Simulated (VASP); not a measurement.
# Si (R-3m) in VASP: further runs

The runs below take Si through electric field gradients, with LDA.

Everything below comes from runs of VASP 6.6.1. Logs are shortened: lines on timing, memory, paths and dates and some standing lists are left out, and cuts for length are marked.

## Step 1: The cell of the first run

Symmetry: R-3m, No. 166, trigonal system. The conventional cell has a = 3.898 Å, b = 3.898 Å, c = 9.124 Å, α = 90.00°, β = 90.00°, γ = 120.00°. Si (site symmetry 3m) has 4 Si at 2.28 to 2.38 Å within 3.0 Å.

## Step 2: Electric field gradients, LDA (equal xy, yz and zx shear strains of -3 %)

INCAR reads:

```
SYSTEM = Si
  PREC = Accurate
  ENCUT = 520
  EDIFF = 1E-8
  ISMEAR = -1
  SIGMA = 0.08
  LREAL = .FALSE.
  LASPH = .TRUE.
  NELM = 60
  ALGO = Normal
  ISIF = 2
  LWAVE = .FALSE.
  LCHARG = .FALSE.
  GGA = CA
  LEFG = .TRUE.
  NBANDS = 11
```

KPOINTS reads:

```
Automatic mesh
0
G
  11 11 11
  0 0 0
```

POSCAR reads:

```
Si
1.0
   -0.0814641000      2.6747379500      2.6747379500
    2.6747379500     -0.0814641000      2.6747379500
    2.6747379500      2.6747379500     -0.0814641000
Si
2
Direct
    0.5000000000      0.5000000000      0.5000000000
    0.7500000000      0.7500000000      0.7500000000
```

Potentials or basis: VASP PAW LDA potentials, release 64 (Si).

Started as:

```
$ cat potpaw_LDA.64/Si/POTCAR > POTCAR
$ mpirun -np 1 vasp_std > vasp.out
```

OUTCAR:

```text
SYSTEM = Si
   PREC = Accurate
   ENCUT = 520
   EDIFF = 1E-8
   ISMEAR = -1
   LREAL = .FALSE.
   LASPH = .TRUE.
   NELM = 60
   ISIF = 2
   GGA = CA

 ion  position               nearest neighbor table
   1  0.500  0.500  0.500-   2 2.28   2 2.38   2 2.38   2 2.38
   2  0.750  0.750  0.750-   1 2.28   1 2.38   1 2.38   1 2.38

  LATTYP: Found a trigonal (rhomboedric) cell.
 ALAT       =     3.7835277985
 COS(alpha) =     0.4693254694

  Lattice vectors:

 A1 = (  -0.0814641000,   2.6747379500,   2.6747379500)
 A2 = (   2.6747379500,  -0.0814641000,   2.6747379500)
 A3 = (   2.6747379500,   2.6747379500,  -0.0814641000)

Analysis of symmetry for initial positions (statically):
=====================================================================
 Subroutine PRICEL returns:
 Original cell was already a primitive cell.

 Routine SETGRP: Setting up the symmetry group for a
 trigonal (rhombohedral) supercell.

 Subroutine GETGRP returns: Found 12 space group operations
 (whereof  6 operations were pure point group operations)
 out of a pool of 12 trial point group operations.

The static configuration has the point symmetry C_3v.
 The point group associated with its full space group is D_3d.

Analysis of symmetry for dynamics (positions and initial velocities):
=====================================================================
 Subroutine PRICEL returns:
 Original cell was already a primitive cell.

 Routine SETGRP: Setting up the symmetry group for a
 trigonal (rhombohedral) supercell.

 Subroutine GETGRP returns: Found 12 space group operations
 (whereof  6 operations were pure point group operations)
 out of a pool of 12 trial point group operations.

The dynamic configuration has the point symmetry C_3v.
 The point group associated with its full space group is D_3d.

 Subroutine INISYM returns: Found 12 space group operations
 (whereof  6 operations are pure point group operations),
 and found     1 'primitive' translations

----------------------------------------------------------------------------------------

                                     Primitive cell

  volume of cell :      40.0192

  direct lattice vectors                    reciprocal lattice vectors
    -0.081464100  2.674737950  2.674737950    -0.178603757  0.184214346  0.184214346
     2.674737950 -0.081464100  2.674737950     0.184214346 -0.178603757  0.184214346
     2.674737950  2.674737950 -0.081464100     0.184214346  0.184214346 -0.178603757

  length of vectors
     3.783527798  3.783527798  3.783527798     0.315862554  0.315862554  0.315862554

  position of ions in fractional coordinates (direct lattice)
     0.500000000  0.500000000  0.500000000
     0.750000000  0.750000000  0.750000000

  ion indices of the primitive-cell ions
   primitive index   ion index
                 1           1
                 2           2

----------------------------------------------------------------------------------------

 KPOINTS: Automatic mesh

Automatic generation of k-mesh.
 Grid dimensions read from file:
 generate k-points for:   11   11   11

 Generating k-lattice:

  Cartesian coordinates                     Fractional coordinates (reciprocal lattice)
    -0.016236705  0.016746759  0.016746759     0.090909091  0.000000000  0.000000000
     0.016746759 -0.016236705  0.016746759     0.000000000  0.090909091  0.000000000
     0.016746759  0.016746759 -0.016236705     0.000000000  0.000000000  0.090909091

  Length of vectors
     0.028714778  0.028714778  0.028714778

  Shift w.r.t. Gamma in fractional coordinates (k-lattice)
     0.000000000  0.000000000  0.000000000

 Subroutine IBZKPT returns following result:
 ===========================================

 Found    146 irreducible k-points:

 Following reciprocal coordinates:
            Coordinates               Weight
  0.000000  0.000000  0.000000      1.000000
  0.090909  0.000000  0.000000      6.000000
  0.181818  0.000000  0.000000      6.000000
  0.272727  0.000000  0.000000      6.000000
  0.363636  0.000000 -0.000000      6.000000
  0.454545 -0.000000 -0.000000      6.000000
[... 16 lines left out ...]
 -0.272727  0.181818 -0.000000     12.000000
 -0.181818  0.181818  0.000000      6.000000
 [... further k-points ...]
   k-points           NKPTS =    146   k-points in BZ     NKDIM =    146   number of bands    NBANDS=     11
   number of dos      NEDOS =    301   number of ions     NIONS =      2
   total plane-waves  NPLWV =  21952
   dimension x,y,z NGX =    28 NGY =   28 NGZ =   28
   dimension x,y,z NGXF=    56 NGYF=   56 NGZF=   56
   ions per type =               2
   NGX,Y,Z   is equivalent  to a cutoff of  12.30, 12.30, 12.30 a.u.
   NGXF,Y,Z  is equivalent  to a cutoff of  24.61, 24.61, 24.61 a.u.
 SYSTEM =  Si
   PREC   = accura    normal or accurate (medium, high low for compatibility)
   ISTART =      0    job   : 0-new  1-cont  2-samecut
   ICHARG =      2    charge: 1-file 2-atom 10-const
   ISPIN  =      1    spin polarized calculation?
   LNONCOLLINEAR =      F non collinear calculations
   LSORBIT =      F    spin-orbit coupling
   LASPH  =      T    aspherical Exc in radial PAW
   ENCUT  =  520.0 eV  38.22 Ry    6.18 a.u.   7.03  7.03  7.03*2*pi/ulx,y,z
   NELM   =     60;   NELMIN=  2; NELMDL= -5     # of ELM steps
   EDIFF  = 0.1E-07   stopping-criterion for ELM
   LREAL  =      F    real-space projection
   EDIFFG = 0.1E-06   stopping-criterion for IOM
   NSW    =      0    number of steps for IOM
   IBRION =     -1    ionic relax: 0-MD 1-quasi-New 2-CG
   NFREE  =      0    steps in history (QN), initial steepest desc. (CG)
   ISIF   =      2    stress and relaxation
   ISYM   =      2    0-nonsym 1-usesym 2-fastsym
   POTIM  = 0.5000    time-step for ionic-motion
   TEBEG  =    0.0;   TEEND  =   0.0 temperature during run
   PSTRESS=    0.0 pullay stress
   NELECT =       8.0000    total number of electrons
   NUPDOWN=      -1.0000    fix difference up-down
   EMIN   =  10.00;   EMAX   =-10.00  energy-range for DOS
   EFERMI =   0.00;   METHOD = LEGACY
   ISMEAR =    -1;   SIGMA  =   0.08  broadening in eV -4-tet -1-fermi 0-gaus
   EFERMI_NEDOS =   21; number of points for ismear=-14 and -15
   IALGO  =     38    algorithm
   IMIX   =      4    mixing-type and parameters
     AMIX     =   0.40;   BMIX     =  1.00
     AMIX_MAG =   1.60;   BMIX_MAG =  1.00
  volume/ion in A,a.u.               =      20.01       135.03
  Fermi-wavevector in a.u.,A,eV,Ry     =   0.957228  1.808898 12.466810  0.916285
  Thomas-Fermi vector in A             =   2.086227
   LORBIT       =      0    0 simple, 1 ext, 2 COOP (PROOUT), +10 PAW based schemes
   GGA     = CA    functional components
   LHFCALC =     F    Hartree Fock is set to
   AEXX    =    0.0000 exact exchange contribution
   IVDW    =     0    specifies the selected vdW correction
   LEPSILON=     F    determine dielectric tensor
   LRPA    =     F    only Hartree local field effects (RPA)
 non-spin polarized calculation
  energy-cutoff  :      520.00
  volume of cell :       40.02
 maximum number of plane-waves:      1104
   NGX = 15   NGY = 15   NGZ = 15

 number of electron       8.0000000 magnetization

 Free energy of the ion-electron system (eV)
  ---------------------------------------------------
  ext. energy  EPLUGINS =         0.00000000
  ---------------------------------------------------
  free energy    TOTEN  =       -11.88112354 eV

  energy without entropy =      -11.88042091  energy(sigma->0) =      -11.88077223

 E-fermi :   5.9699     XC(G=0):  -9.6075

 val. band max:        5.8202224166   @ k =   0.0000   0.0000   0.0000
 cond. band min:       6.1952346236   @ k =   0.4545   0.4545  -0.0000
 fundamental gap:      0.3750122070
 Fermi energy:         5.9699151501

 k-point     1 :       0.0000    0.0000    0.0000
  band No.  band energies     occupation
      1      -6.1924      2.00000
      2       5.7491      1.88102
      3       5.7491      1.88102
      4       5.8202      1.73318
      5       8.0676      0.00000
      6       8.0676      0.00000
      7       8.3445      0.00000
      8       9.4303      0.00000
      9      13.4904      0.00000
     10      13.5209      0.00000
     11      13.5209      0.00000

 k-point     2 :       0.0909    0.0000    0.0000
  band No.  band energies     occupation
      1      -6.0870      2.00000
      2       4.7109      2.00000
      3       5.5945      1.98183
      4       5.6530      1.96266
      5       8.1810      0.00000
      6       8.2995      0.00000
      7       8.8892      0.00000
      8       9.8926      0.00000
      9      13.1794      0.00000
     10      13.2358      0.00000
     11      13.9487      0.00000

 k-point     3 :       0.1818    0.0000    0.0000
  band No.  band energies     occupation
      1      -5.7750      2.00000
      2       3.0168      2.00000
      3       5.2841      1.99962
      4       5.3235      1.99938
      5       8.0214      0.00000
      6       8.7499      0.00000
      7       9.3555      0.00000
      8      11.3547      0.00000
      9      12.7652      0.00000
     10      12.9830      0.00000
     11      14.7141      0.00000

 k-point     4 :       0.2727    0.0000    0.0000
  band No.  band energies     occupation
      1      -5.2738      2.00000
      2       1.3706      2.00000
      3       4.9943      1.99999
      4       5.0045      1.99999
      5       7.7262      0.00000
      6       9.0073      0.00000
      7       9.5802      0.00000
      8      12.7189      0.00000
      9      12.9537      0.00000
     10      13.5014      0.00000
     11      14.5796      0.00000
[... 239 lines left out ...]
 k-point    22 :      -0.3636    0.1818    0.0000
  band No.  band energies     occupation
      1      -3.8766      2.00000
      2      -0.5822      2.00000
      3       2.5188      2.00000
      4       4.3789      2.00000
      5       8.0706      0.00000
      6      10.0161      0.00000
      7      10.4332      0.00000
      8      13.2645      0.00000
      9      13.9339      0.00000
     10      14.0434      0.00000
     11      16.9688      0.00000

 k-point    23 :      -0.2727    0.1818   -0.0000
  band No.  band energies     occupation
      1      -4.5220      2.00000
      2       0.5317      2.00000
      3       2.5556      2.00000
      4       4.7445      2.00000
      5       8.4213      0.00000
      6      10.0073      0.00000
      7      10.2553      0.00000
      8      12.1175      0.00000
      9      12.6272      0.00000
     10      15.4592      0.00000
     11      17.1681      0.00000

 k-point    24 :      -0.1818    0.1818    0.0000
  band No.  band energies     occupation
      1      -5.1142      2.00000
      2       1.7190      2.00000
      3       2.9980      2.00000
      4       5.1353      1.99994
      5       8.6845      0.00000
      6       9.7498      0.00000
      7       9.8164      0.00000
      8      11.5878      0.00000
      9      12.0023      0.00000
     10      15.3895      0.00000
     11      16.0608      0.00000

 [... further k-points ...]
[... 5 lines left out ...]
  --------------------------------------------------------------------------------------
  -------------------------------------------------------------------------------------
  Total       -0.2834126     -0.2834126     -0.2834126      0.8083282      0.8083282      0.8083282
  in kB      -11.3464716    -11.3464716    -11.3464716     32.3615625     32.3615625     32.3615625
  external PRESSURE =     -11.3464716 kB  Pullay stress =       0.0000000 kB

 VOLUME and BASIS-vectors are now :
 -----------------------------------------------------------------------------
  energy-cutoff  :      520.00
  volume of cell :       40.02
      direct lattice vectors                 reciprocal lattice vectors
    -0.081464100  2.674737950  2.674737950    -0.178603757  0.184214346  0.184214346
     2.674737950 -0.081464100  2.674737950     0.184214346 -0.178603757  0.184214346
     2.674737950  2.674737950 -0.081464100     0.184214346  0.184214346 -0.178603757

 POSITION                                       TOTAL-FORCE (eV/Angst)
 -----------------------------------------------------------------------------------
      2.63401      2.63401      2.63401        -0.327555     -0.327555     -0.327555
      3.95101      3.95101      3.95101         0.327555      0.327555      0.327555
 -----------------------------------------------------------------------------------
    total drift:                                0.000000      0.000000     -0.000000

  FREE ENERGIE OF THE ION-ELECTRON SYSTEM (eV)
  ---------------------------------------------------
  free  energy   TOTEN  =       -11.8811235415 eV

  energy  without entropy=      -11.8804209104  energy(sigma->0) =      -11.88077223

 Electric field gradients (V/A^2)
---------------------------------------------------------------------
 ion       V_xx      V_yy      V_zz      V_xy      V_xz      V_yz
---------------------------------------------------------------------
   1      -0.000     0.000     0.000    -6.402    -6.402    -6.402
   2      -0.000     0.000     0.000    -6.402    -6.402    -6.402
---------------------------------------------------------------------

 Electric field gradients after diagonalization (V/A^2)
 (convention: |V_zz| > |V_xx| > |V_yy|)
----------------------------------------------------------------------
 ion       V_xx      V_yy      V_zz     asymmetry (V_yy - V_xx)/ V_zz
----------------------------------------------------------------------
   1       6.402     6.402   -12.804       0.000
   2       6.402     6.402   -12.804       0.000
----------------------------------------------------------------------

           NMR quadrupolar parameters

 Cq : quadrupolar parameter    Cq=e*Q*V_zz/h
 eta: asymmetry parameters     (V_yy - V_xx)/ V_zz
 Q  : nuclear electric quadrupole moment in mb (millibarn)
----------------------------------------------------------------------
 ion       Cq(MHz)       eta       Q (mb)
----------------------------------------------------------------------
   1      -0.031       0.000       1.000
   2      -0.031       0.000       1.000
----------------------------------------------------------------------
```

It took 53 s on 1 thread of AMD EPYC 7R43 (Zen 3), shared host; peak memory 0.13 GiB.

Results:

* Free energy: -11.8811 eV
* Pressure: -1.1 GPa
* Largest force: 0.567 eV/Å
* Band gap on the k mesh: 0.38 eV, indirect (least direct gap 2.25 eV)

Forces on the atoms (eV/Å):
```
Si  -0.328 -0.328 -0.328
Si   0.328  0.328  0.328
```

Levels at points of the mesh, in eV from the valence-band top:
| k point | band 2 | band 3 | band 4 | band 5 | band 6 | band 7 |
| --- | --- | --- | --- | --- | --- | --- |
| (0.00, 0.00, 0.00) | -0.07 | -0.07 | 0.00 | 2.25 | 2.25 | 2.52 |

Electric field gradients, principal values (V/Å²):
```csv
atom,least,middle,greatest (by size)
1 Si,6.402,6.402,-12.804
2 Si,6.402,6.402,-12.804
```

Caveat: the cell differs from its parent crystal (equal xy, yz and zx shear strains of -3 %); without QUAD_EFG the Cq values of the log hold for a quadrupole moment of 1 mb, not for the nuclei. A k mesh can miss the band edges.

(Continued in part 2 of 2.)
